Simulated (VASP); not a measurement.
## Cs2Ru: single point with PBE

The system is Cs2Ru.

```
Cs Ru
1.0
     6.78165    0.00000    0.00000
     0.00000    6.91137    0.00000
     0.00000    0.00000    5.21738
Cs Ru
4 2
Cartesian
  1.7779 1.8199 0.0000
  5.0037 5.0914 0.0000
  5.1687 1.6358 2.6087
  1.6129 5.2756 2.6087
  0.0000 0.0000 0.0000
  3.3908 3.4557 2.6087
```

```
Program             : VASP 6.6.1
Task                : single point
Functional          : PBE
Potentials or basis : VASP PAW PBE potentials, release 64 (Cs_sv, Ru_pv)
Cutoff              : 520 eV
k mesh              : 4 × 4 × 4
Occupations         : gaussian, width 0.1 eV
Spin                : no spin polarisation
```

```
Pressure               : 0.9 GPa
Largest force          : 0.342 eV/Å
Band gap on the k mesh : zero (bands 32 and 33 overlap by 0.01 eV)
```

Forces in eV/Å, atoms in the order of the input:
```
Cs   0.241  0.243  0.000
Cs  -0.241 -0.243  0.000
Cs   0.241 -0.243  0.000
Cs  -0.241  0.243  0.000
Ru   0.000  0.000  0.000
Ru   0.000  0.000  0.000
```

Stress tensor (GPa, compression positive):
```
1.22 0.00 0.00
0.00 1.21 0.00
0.00 0.00 0.14
```

Levels at points of the mesh, in eV from the Fermi level:
| k point | band 28 | band 29 | band 30 | band 31 | band 32 | band 33 | band 34 | band 35 | band 36 | band 37 |
| --- | --- | --- | --- | --- | --- | --- | --- | --- | --- | --- |
| (0.00, 0.00, 0.00) | -0.97 | -0.86 | -0.72 | -0.02 | -0.02 | 0.21 | 0.22 | 0.58 | 1.31 | 1.40 |
| (0.50, 0.00, 0.00) | -0.99 | -0.71 | -0.71 | -0.35 | -0.35 | 0.59 | 0.59 | 1.17 | 1.17 | 2.32 |
| (0.00, 0.50, 0.00) | -1.00 | -0.72 | -0.72 | -0.35 | -0.35 | 0.59 | 0.59 | 1.16 | 1.16 | 2.32 |
| (0.50, 0.50, 0.00) | -1.10 | -0.52 | -0.52 | -0.07 | -0.07 | 0.87 | 0.87 | 1.37 | 1.37 | 2.03 |
| (0.00, 0.00, 0.50) | -0.97 | -0.41 | -0.41 | -0.27 | -0.27 | 0.46 | 0.46 | 1.80 | 1.80 | 1.96 |
| (0.50, 0.00, 0.50) | -0.49 | -0.30 | -0.30 | -0.27 | -0.27 | 1.06 | 1.06 | 1.53 | 1.53 | 1.93 |
| (0.00, 0.50, 0.50) | -0.50 | -0.31 | -0.31 | -0.27 | -0.27 | 1.03 | 1.03 | 1.52 | 1.52 | 2.02 |
| (0.50, 0.50, 0.50) | -0.76 | -0.42 | -0.42 | -0.34 | -0.34 | -0.03 | -0.03 | 0.79 | 0.79 | 2.72 |

Run time: 2.8 min on 1 thread of Intel(R) Xeon(R) 6975P-C (Granite Rapids) (shared host), peak memory 0.45 GiB.

Caveat: spin-orbit coupling is left out, which moves the levels of the heavy elements.
